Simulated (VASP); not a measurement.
TaN (CsCl type), 2 atoms in the cell. It takes space group Pm-3m (No. 221, cubic). The conventional cell has a = 2.694 Å, b = 2.694 Å, c = 2.694 Å, α = 90.00°, β = 90.00°, γ = 90.00°. Within 3.1 Å of Ta (site symmetry m-3m) lie 8 N at 2.33 Å and 6 Ta at 2.69 Å. N (site symmetry m-3m) has 8 Ta at 2.33 Å and 6 N at 2.69 Å within 3.1 Å.  This cell differs from its parent crystal: volume scaled by 0.94.

| Property | Result |
| --- | --- |
| Program | VASP 6.6.1 |
| Task | single point |
| Functional | PBE |
| Potentials or basis | VASP PAW PBE potentials, release 64 (Ta_pv, N) |
| Cutoff | 520 eV |
| k mesh | 15 × 15 × 15 |
| Occupations | fermi-dirac, width 0.05 eV |
| Spin | no spin polarisation |
| Dipole correction | no |
| Further INCAR settings | ALGO = Normal; EDIFF = 1e-06; NBANDS = 15 |

Potentials or basis: VASP PAW PBE potentials, release 64 (Ta_pv, N).

Command:

```console
$ cat potpaw_PBE.64/Ta_pv/POTCAR potpaw_PBE.64/N/POTCAR > POTCAR
$ mpirun -np 1 vasp_std > vasp.out
```

Hardware: 1 thread of AMD EPYC 9R45 96-Core Processor (Zen 5), with other jobs on the host.

Problem. Estimate the wall time of this run.

Solution. Run time: 16 s on 1 thread of AMD EPYC 9R45 96-Core Processor (Zen 5) (shared host), peak memory 0.12 GiB. Counts: scf iterations 12, k points 120.
